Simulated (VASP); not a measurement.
Runs of VASP 6.6.1 on Ba. The structure is that of space group P6_3/mmc (No. 194), or close to it. The cells are those of the table. This isn't the form of Ba at room conditions, which is bcc.

```csv
task,cell,k mesh,cutoff (eV),gap on the mesh (eV),pressure (GPa)
single point,"a = 4.405, b = 4.405, c = 14.343 Å, angles 90.0, 90.0, 120.0°, 4 atoms",10 × 10 × 3,520,none,-0.9
single point,"a = 4.242, b = 4.242, c = 13.811 Å, angles 90.0, 90.0, 120.0°, 4 atoms",11 × 11 × 3,520,none,0.1
single point,"a = 4.352, b = 4.352, c = 14.170 Å, angles 90.0, 90.0, 120.0°, 4 atoms",10 × 10 × 3,520,none,(a)
relaxation of cell and atoms,"relaxed from a = 4.454, b = 4.454, c = 14.548 Å, angles 90.0, 90.0, 120.0°, 4 atoms",8 × 8 × 3,600,none,0.0
```

Alike in all rows: level LDA; potentials or basis VASP PAW LDA potentials, release 64 (Ba_sv); no spin polarisation; smearing fermi-dirac 0.1 eV.

Question: Fill in the values left out.

Answer: (a) -0.6.

Caveats: spin-orbit coupling is left out, which moves the levels of the heavy elements.

A k mesh can miss the band edges, and the runs leave out spin-orbit coupling on Ba.

A gap of «none» marks levels without a gap at the run's occupations.
